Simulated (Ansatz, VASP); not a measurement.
## Si: VASP beside Ansatz

```
Si
1.0
     0.02105    2.73213    2.73213
     2.73213    0.02105    2.73213
     2.73213    2.73213    0.02105
Si
2
Direct
  0.00050 0.00050 0.00050
  0.24950 0.24950 0.24950
```

Alike in both runs: task single point; functional r2SCAN; k mesh 10 × 10 × 10; occupations gaussian, width 0.01 eV; no spin polarisation.

```csv
,VASP,Ansatz
version,VASP 6.6.1,Ansatz 0.2.0
potentials or method,"VASP PAW PBE potentials, release 64 (Si)","scalar-relativistic, plane waves, PAW"
plane-wave cutoff (eV),520,500
valence electrons in the cell,8,8
```

Ansatz gave:

* gap on the k mesh at the Fermi level (eV): 0.73
* least direct gap on the mesh (eV): 2.60

Question: Estimate VASP's values.

Answer: gap on the k mesh at the Fermi level (eV): 0.75; least direct gap on the mesh (eV): 2.61.

VASP's potentials were made for PBE, not for r2SCAN. The functional is the same, so the differences come from potentials, cutoffs and numerics.
